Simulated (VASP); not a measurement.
# PtSe2 (Sudovikovite) (P-3m1) in VASP: a series of runs

The runs below take PtSe2 (Sudovikovite) through single point, with PBE+D3(BJ), PBEsol+U.

Everything below comes from runs of VASP 6.6.1. Logs are shortened: lines on timing, memory, paths and dates and some standing lists are left out, and cuts for length are marked.

## Step 1: The cell of the first run

It takes space group P-3m1 (No. 164, trigonal). Conventional cell: a = 3.749 Å, b = 3.749 Å, c = 5.096 Å, α = 90.00°, β = 90.00°, γ = 120.00°. Pt (site symmetry -3m) has 6 Se at 2.51 Å within 3.3 Å. Within 3.3 Å of Se (site symmetry 3m) lie 3 Pt at 2.51 Å.

## Step 2: Single point, PBE+D3(BJ)

File INCAR:

```
SYSTEM = PtSe2
PREC = Accurate
ENCUT = 520
EDIFF = 1E-7
ISMEAR = -1
SIGMA = 0.05
LREAL = .False.
LASPH = .True.
NELM = 100
ALGO = Normal
ISIF = 2
LWAVE = .False.
LCHARG = .True.
GGA = PE
IVDW = 12
LELF = .True.
LVHAR = .True.
NBANDS = 18
```

File KPOINTS:

```
Automatic mesh
0
Gamma
  8 8 5
  0 0 0
```

File POSCAR:

```
PtSe2
1.0
    3.7486629704      0.0000000000      0.0000000000
   -1.8743314852      3.2464373626      0.0000000000
    0.0000000000      0.0000000000      5.0955241558
Pt Se
1 2
Direct
    0.0000000000      0.0000000000      0.0000000000
    0.6666666667      0.3333333333      0.7500000000
    0.3333333333      0.6666666667      0.2500000000
```

Potentials or basis: VASP PAW PBE potentials, release 64 (Pt, Se).

On the command line:

```console
$ cat potpaw_PBE.64/Pt/POTCAR potpaw_PBE.64/Se/POTCAR > POTCAR
$ mpirun -np 1 vasp_std > vasp.out
```

OUTCAR:

```text
SYSTEM = PtSe2
   PREC = Accurate
   ENCUT = 520
   EDIFF = 1E-7
   ISMEAR = -1
   LREAL = .False.
   LASPH = .True.
   NELM = 100
   ISIF = 2
   GGA = PE
   IVDW = 12
 IVDW          = 12

 ion  position               nearest neighbor table
   1  0.000  0.000  0.000-   2 2.51   3 2.51   2 2.51   3 2.51   2 2.51   3 2.51
   2  0.667  0.333  0.750-   1 2.51   1 2.51   1 2.51
   3  0.333  0.667  0.250-   1 2.51   1 2.51   1 2.51

  LATTYP: Found a hexagonal cell.
 ALAT       =     3.7486629704
 C/A-ratio  =     1.3592910849

  Lattice vectors:

 A1 = (   3.7486629704,   0.0000000000,   0.0000000000)
 A2 = (  -1.8743314852,   3.2464373626,   0.0000000000)
 A3 = (   0.0000000000,   0.0000000000,   5.0955241558)

Analysis of symmetry for initial positions (statically):
=====================================================================
 Subroutine PRICEL returns:
 Original cell was already a primitive cell.

 Routine SETGRP: Setting up the symmetry group for a
 hexagonal supercell.

 Subroutine GETGRP returns: Found 12 space group operations
 (whereof 12 operations were pure point group operations)
 out of a pool of 24 trial point group operations.

The static configuration has the point symmetry D_3d.

Analysis of symmetry for dynamics (positions and initial velocities):
=====================================================================
 Subroutine PRICEL returns:
 Original cell was already a primitive cell.

 Routine SETGRP: Setting up the symmetry group for a
 hexagonal supercell.

 Subroutine GETGRP returns: Found 12 space group operations
 (whereof 12 operations were pure point group operations)
 out of a pool of 24 trial point group operations.

The dynamic configuration has the point symmetry D_3d.

 Subroutine INISYM returns: Found 12 space group operations
 (whereof 12 operations are pure point group operations),
 and found     1 'primitive' translations

----------------------------------------------------------------------------------------

                                     Primitive cell

  volume of cell :      62.0115

  direct lattice vectors                    reciprocal lattice vectors
     3.748662970  0.000000000  0.000000000     0.266761778  0.154014984  0.000000000
    -1.874331485  3.246437363  0.000000000     0.000000000  0.308029969  0.000000000
[... 85 lines left out ...]
   ENCUT  =  520.0 eV  38.22 Ry    6.18 a.u.   6.97  6.97  9.47*2*pi/ulx,y,z
   NELM   =    100;   NELMIN=  2; NELMDL= -5     # of ELM steps
   EDIFF  = 0.1E-06   stopping-criterion for ELM
   LREAL  =      F    real-space projection
   EDIFFG = 0.1E-05   stopping-criterion for IOM
   NSW    =      0    number of steps for IOM
   IBRION =     -1    ionic relax: 0-MD 1-quasi-New 2-CG
   NFREE  =      0    steps in history (QN), initial steepest desc. (CG)
   ISIF   =      2    stress and relaxation
   ISYM   =      2    0-nonsym 1-usesym 2-fastsym
   POTIM  = 0.5000    time-step for ionic-motion
   TEBEG  =    0.0;   TEEND  =   0.0 temperature during run
   PSTRESS=    0.0 pullay stress
   NELECT =      22.0000    total number of electrons
   NUPDOWN=      -1.0000    fix difference up-down
   EMIN   =  10.00;   EMAX   =-10.00  energy-range for DOS
   EFERMI =   0.00;   METHOD = LEGACY
   ISMEAR =    -1;   SIGMA  =   0.05  broadening in eV -4-tet -1-fermi 0-gaus
   EFERMI_NEDOS =   21; number of points for ismear=-14 and -15
   IALGO  =     38    algorithm
   IMIX   =      4    mixing-type and parameters
     AMIX     =   0.40;   BMIX     =  1.00
     AMIX_MAG =   1.60;   BMIX_MAG =  1.00
  volume/ion in A,a.u.               =      20.67       139.49
  Fermi-wavevector in a.u.,A,eV,Ry     =   1.158933  2.190066 18.274332  1.343125
  Thomas-Fermi vector in A             =   2.295530
   LORBIT       =      0    0 simple, 1 ext, 2 COOP (PROOUT), +10 PAW based schemes
   GGA     = PE    functional components
   LHFCALC =     F    Hartree Fock is set to
   AEXX    =    0.0000 exact exchange contribution
   IVDW    =    12    specifies the selected vdW correction
   LEPSILON=     F    determine dielectric tensor
   LRPA    =     F    only Hartree local field effects (RPA)
 non-spin polarized calculation
  energy-cutoff  :      520.00
  volume of cell :       62.01
 maximum number of plane-waves:      1682
   NGX = 13   NGY = 13   NGZ = 19

 number of electron      21.9999998 magnetization

 Free energy of the ion-electron system (eV)
  ---------------------------------------------------
  ext. energy  EPLUGINS =         0.00000000
  ---------------------------------------------------
  free energy    TOTEN  =       -14.23310939 eV

  energy without entropy =      -14.22761001  energy(sigma->0) =      -14.23035970

 E-fermi :   6.3045     XC(G=0): -10.5354

 val. band max:        6.2970395544   @ k =   0.0000   0.1250   0.2000
 cond. band min:       6.3769112229   @ k =  -0.1250   0.3750   0.2000
 fundamental gap:      0.0798716685
 Fermi energy:         6.3045450581

 k-point     1 :       0.0000    0.0000    0.0000
  band No.  band energies     occupation
      1      -9.2711      2.00000
      2      -6.5637      2.00000
      3      -0.7610      2.00000
      4      -0.0653      2.00000
      5      -0.0653      2.00000
      6       2.3448      2.00000
[... 481 lines left out ...]
      5       0.6099      2.00000
      6       1.3912      2.00000
[... 10 lines left out ...]
     17      14.7062      0.00000
     18      15.2334      0.00000

 [... further k-points ...]

------------------------ aborting loop because EDIFF is reached ----------------------------------------

 Edisp (eV)   -1.40236

 E8    (eV) :    -0.6019

  FORCE on cell =-STRESS in cart. coord.  units (eV):
  Direction    XX          YY          ZZ          XY          YZ          ZX
  --------------------------------------------------------------------------------------
  -------------------------------------------------------------------------------------
  Total       0.44726     0.44726     0.07133     0.00000     0.00000     0.00000
  in kB      11.55569    11.55569     1.84283     0.00000     0.00000     0.00000
  external pressure =        8.32 kB  Pullay stress =        0.00 kB

 VOLUME and BASIS-vectors are now :
 -----------------------------------------------------------------------------
  energy-cutoff  :      520.00
  volume of cell :       62.01
      direct lattice vectors                 reciprocal lattice vectors
     3.748662970  0.000000000  0.000000000     0.266761778  0.154014984  0.000000000
    -1.874331485  3.246437363  0.000000000     0.000000000  0.308029969  0.000000000
     0.000000000  0.000000000  5.095524156     0.000000000  0.000000000  0.196250664

 POSITION                                       TOTAL-FORCE (eV/Angst)
 -----------------------------------------------------------------------------------
      0.00000      0.00000      0.00000        -0.000000      0.000000      0.000000
      1.87433      1.08215      3.82164         0.000000      0.000000     -0.378201
     -0.00000      2.16429      1.27388        -0.000000     -0.000000      0.378201
 -----------------------------------------------------------------------------------
    total drift:                               -0.000000     -0.000000     -0.000000

  FREE ENERGIE OF THE ION-ELECTRON SYSTEM (eV)
  ---------------------------------------------------
  free  energy   TOTEN  =       -15.6354712371 eV

  energy  without entropy=      -15.6299718559  energy(sigma->0) =      -15.63272155
```

Wall time 45 s (1 thread of Intel Xeon Platinum 8375C at 2.90GHz (Ice Lake), shared host); peak memory 0.21 GiB.

Results:

| Quantity | Value |
| --- | --- |
| Free energy | -15.6355 eV |
| Pressure | 0.8 GPa |
| Largest force | 0.378 eV/Å |
| Band gap on the k mesh | zero (band 11 reaches 6.66 eV, above the bottom of band 12 at 6.38 eV) |
| Dispersion energy per atom | -0.467 eV |

Forces in eV/Å, atoms in the order of the input:
```
Pt   0.000  0.000  0.000
Se   0.000  0.000 -0.378
Se   0.000  0.000  0.378
```

Caveat: spin-orbit coupling is left out, which moves the levels of the heavy elements; pairwise dispersion overbinds metals, which lowers pressure and volume.

## Step 3: Single point, PBEsol+U

This run uses another cell than the first one, of 20.27 Å³/atom, 0.980 times its volume.

File INCAR:

```
ALGO = Normal ; EDIFF = 1E-6
ENCUT = 520 ; GGA = PS
ISIF = 2 ; ISMEAR = -1
LASPH = T ; LCHARG = F
LDAU = T ; LDAUJ = 0 0
LDAUL = 2 -1 ; LDAUPRINT = 1
LDAUTYPE = 2 ; LDAUU = 4 0
LMAXMIX = 4 ; LREAL = F
LWAVE = F ; NBANDS = 18
NELM = 150 ; PREC = Accurate
SIGMA = 0.05
```

File KPOINTS:

```
k-points
0
Gamma
  8 8 5
```

File POSCAR:

```
PtSe2
1.0
    3.7240000000      0.0000000000      0.0000000000
   -1.8620000000      3.2250786037      0.0000000000
    0.0000000000      0.0000000000      5.0620000000
Pt Se
1 2
Direct
    0.0000000000      0.0000000000      0.0000000000
    0.6666666667      0.3333333333      0.7500000000
    0.3333333333      0.6666666667      0.2500000000
```

Potentials or basis: VASP PAW PBE potentials, release 64 (Pt, Se).

On the command line:

```console
$ cat potpaw_PBE.64/Pt/POTCAR potpaw_PBE.64/Se/POTCAR > POTCAR
$ mpirun -np 1 vasp_std > vasp.out
```

It took 22 s on 1 thread of AMD EPYC 9R45 (Zen 5), shared host; peak memory 0.17 GiB.

It converged, with:

| Property | Result |
| --- | --- |
| Free energy | -13.1938 eV |
| Pressure | -0.3 GPa |
| Largest force | 0.161 eV/Å |
| Band gap on the k mesh | zero (band 11 reaches 6.73 eV, above the bottom of band 12 at 6.25 eV) |

Forces in eV/Å, atoms in the order of the input:
```
Pt   0.000  0.000  0.000
Se   0.000  0.000 -0.161
Se   0.000  0.000  0.161
```

Stress tensor (GPa, compression positive):
```
-0.30  0.00  0.00
 0.00 -0.30  0.00
 0.00  0.00 -0.45
```

Levels at points of the mesh, in eV from the Fermi level:
| k point | band 9 | band 10 | band 11 | band 12 | band 13 | band 14 |
| --- | --- | --- | --- | --- | --- | --- |
| (0.00, 0.00, 0.00) | -0.94 | -0.94 | 0.50 | 1.40 | 1.40 | 3.66 |
| (0.50, 0.00, 0.00) | -3.65 | -3.42 | -3.26 | 0.56 | 2.32 | 4.69 |

Eigenvalues of the final occupation matrices:
| site | spin | trace | eigenvalues |
| --- | --- | --- | --- |
| site 1 d | 1 | 4.21 | 0.72 0.72 0.92 0.93 0.93 |
| site 1 d | 2 | 4.21 | 0.72 0.72 0.92 0.93 0.93 |

Caveat: the PAW data sets were made with another functional, which shifts forces and pressure a little; spin-orbit coupling is left out, which moves the levels of the heavy elements; U without spin polarisation on a metal has little footing.

## Step 4: Single point, PBEsol+U

This run uses another cell than the first one, of 20.27 Å³/atom, 0.980 times its volume.

File INCAR:

```
PREC = Accurate ; ENCUT = 520
EDIFF = 1E-6 ; ISMEAR = -1
SIGMA = 0.05 ; LREAL = False
LASPH = True ; NELM = 150
ALGO = Normal ; ISIF = 2
LWAVE = False ; LCHARG = False
LMAXMIX = 4 ; LDAU = True
LDAUTYPE = 2 ; LDAUL = 2 -1
LDAUU = 6 0 ; LDAUJ = 0 0
LDAUPRINT = 1 ; GGA = PS
NBANDS = 18
```

File KPOINTS:

```
regular mesh
0
Gamma
  8 8 5
```

POSCAR is that of step 3.

Potentials or basis: VASP PAW PBE potentials, release 64 (Pt, Se).

On the command line:

```console
$ cat potpaw_PBE.64/Pt/POTCAR potpaw_PBE.64/Se/POTCAR > POTCAR
$ mpirun -np 1 vasp_std > vasp.out
```

OUTCAR:

```text
PREC = Accurate
   ENCUT = 520
   EDIFF = 1E-6
   ISMEAR = -1
   LREAL = False
   LASPH = True
   NELM = 150
   ISIF = 2
   GGA = PS

 ion  position               nearest neighbor table
   1  0.000  0.000  0.000-   2 2.49   3 2.49   2 2.49   3 2.49   2 2.49   3 2.49
   2  0.667  0.333  0.750-   1 2.49   1 2.49   1 2.49
   3  0.333  0.667  0.250-   1 2.49   1 2.49   1 2.49

  LATTYP: Found a hexagonal cell.
 ALAT       =     3.7240000000
 C/A-ratio  =     1.3592910849

  Lattice vectors:

 A1 = (   3.7240000000,   0.0000000000,   0.0000000000)
 A2 = (  -1.8620000000,   3.2250786037,   0.0000000000)
 A3 = (   0.0000000000,   0.0000000000,   5.0620000000)

Analysis of symmetry for initial positions (statically):
=====================================================================
 Subroutine PRICEL returns:
 Original cell was already a primitive cell.

 Routine SETGRP: Setting up the symmetry group for a
 hexagonal supercell.

 Subroutine GETGRP returns: Found 12 space group operations
 (whereof 12 operations were pure point group operations)
 out of a pool of 24 trial point group operations.
[... 200 lines left out ...]

 E-fermi :   6.0995     XC(G=0): -10.7763

 val. band max:        6.0935369695   @ k =   0.3750   0.2500   0.0000
 cond. band min:       6.1071850055   @ k =   0.1250  -0.0000   0.0000
 fundamental gap:      0.0136480360
 Fermi energy:         6.0995047901

 k-point     1 :       0.0000    0.0000    0.0000
  band No.  band energies     occupation
      1      -9.4099      2.00000
      2      -6.6182      2.00000
      3      -1.5888      2.00000
      4      -0.8965      2.00000
      5      -0.8965      2.00000
      6       0.7682      2.00000
[... 481 lines left out ...]
      5       0.2047      2.00000
      6       0.2970      2.00000
[... 10 lines left out ...]
     17      14.5182      0.00000
     18      15.3463      0.00000

 [... further k-points ...]

------------------------ aborting loop because EDIFF is reached ----------------------------------------

  FORCE on cell =-STRESS in cart. coord.  units (eV):
  Direction    XX          YY          ZZ          XY          YZ          ZX
  --------------------------------------------------------------------------------------
  -------------------------------------------------------------------------------------
  Total       -0.8324986     -0.8324986     -0.6791839      0.0000000     -0.0000000      0.0000000
  in kB      -21.9392588    -21.9392588    -17.8988797      0.0000000     -0.0000000      0.0000000
  external PRESSURE =     -20.5924658 kB  Pullay stress =       0.0000000 kB

 VOLUME and BASIS-vectors are now :
 -----------------------------------------------------------------------------
  energy-cutoff  :      520.00
  volume of cell :       60.80
      direct lattice vectors                 reciprocal lattice vectors
     3.724000000  0.000000000  0.000000000     0.268528464  0.155034981  0.000000000
    -1.862000000  3.225078604  0.000000000     0.000000000  0.310069962  0.000000000
     0.000000000  0.000000000  5.062000000     0.000000000  0.000000000  0.197550375

 POSITION                                       TOTAL-FORCE (eV/Angst)
 -----------------------------------------------------------------------------------
      0.00000      0.00000      0.00000         0.000000      0.000000      0.000000
      1.86200      1.07503      3.79650        -0.000000      0.000000     -0.016200
     -0.00000      2.15005      1.26550         0.000000     -0.000000      0.016200
 -----------------------------------------------------------------------------------
    total drift:                               -0.000000     -0.000000     -0.000000

  FREE ENERGIE OF THE ION-ELECTRON SYSTEM (eV)
  ---------------------------------------------------
  free  energy   TOTEN  =       -12.0358081749 eV

  energy  without entropy=      -12.0278103623  energy(sigma->0) =      -12.03180927
```

OSZICAR:

```text
N       E                     dE             d eps       ncg     rms          rms(c)
DAV:   1     0.112993071391E+03    0.11299E+03   -0.10074E+04  1456   0.107E+03
DAV:   2    -0.734086166696E+01   -0.12033E+03   -0.11679E+03  1792   0.213E+02
DAV:   3    -0.120544710791E+02   -0.47136E+01   -0.46755E+01  1690   0.421E+01
DAV:   4    -0.120886405128E+02   -0.34169E-01   -0.34151E-01  1810   0.393E+00
DAV:   5    -0.120889822096E+02   -0.34170E-03   -0.34169E-03  1722   0.379E-01    0.178E+01
DAV:   6    -0.119947285969E+02    0.94254E-01   -0.87689E-01  1534   0.893E+00    0.842E+00
DAV:   7    -0.120258307429E+02   -0.31102E-01   -0.27327E-01  1496   0.455E+00    0.355E+00
DAV:   8    -0.120283824442E+02   -0.25517E-02   -0.92464E-02  1548   0.318E+00    0.592E-01
DAV:   9    -0.120349602146E+02   -0.65778E-02   -0.21392E-02  1628   0.121E+00    0.296E-01
DAV:  10    -0.120358156477E+02   -0.85543E-03   -0.25294E-03  1712   0.387E-01    0.138E-01
DAV:  11    -0.120358036880E+02    0.11960E-04   -0.23849E-04  1626   0.127E-01    0.362E-02
DAV:  12    -0.120358077029E+02   -0.40149E-05   -0.50436E-05  1540   0.523E-02    0.128E-02
DAV:  13    -0.120358081749E+02   -0.47201E-06   -0.32748E-06  1520   0.113E-02
   1 F= -.12035808E+02 E0= -.12031809E+02  d E =-.799781E-02
```

stdout:

```text
POSCAR found type information on POSCAR PtSe
 POSCAR found :  2 types and       3 ions
 scaLAPACK will be used
 -----------------------------------------------------------------------------
|                                                                             |
|                                                                             |
|     You enforced a specific xc type in the INCAR file but a different       |
|     I HOPE YOU KNOW WHAT YOU ARE DOING!                                     |
|                                                                             |
 -----------------------------------------------------------------------------

 LDA part: xc-table for (Slater+PW92), standard interpolation
 POSCAR, INCAR and KPOINTS ok, starting setup
 FFT: planning ... GRIDC
 FFT: planning ... GRID_SOFT
 FFT: planning ... GRID
 WAVECAR not read
 entering main loop
```

Run time: 22 s. Hardware: 1 thread of AMD EPYC 9R45 (Zen 5), shared host; peak memory 0.17 GiB.

Results:

```yaml
Free_energy: -12.0358 eV
Pressure: -2.1 GPa
Largest_force: 0.016 eV/Å
Band_gap_on_the_k_mesh: zero (band 11 reaches 6.67 eV, above the bottom of band 12 at 6.09 eV)
```

Forces on the atoms (eV/Å):
```
Pt   0.000  0.000  0.000
Se   0.000  0.000 -0.016
Se   0.000  0.000  0.016
```

Eigenvalues of the final occupation matrices:
```tsv
site	spin	trace	eigenvalues
site 1 d	1	4.32	0.74 0.74 0.94 0.95 0.95
site 1 d	2	4.32	0.74 0.74 0.94 0.95 0.95
```

Caveat: the PAW data sets were made with another functional, which shifts forces and pressure a little; spin-orbit coupling is left out, which moves the levels of the heavy elements; U without spin polarisation on a metal has little footing.

[end of part 1 of 2]
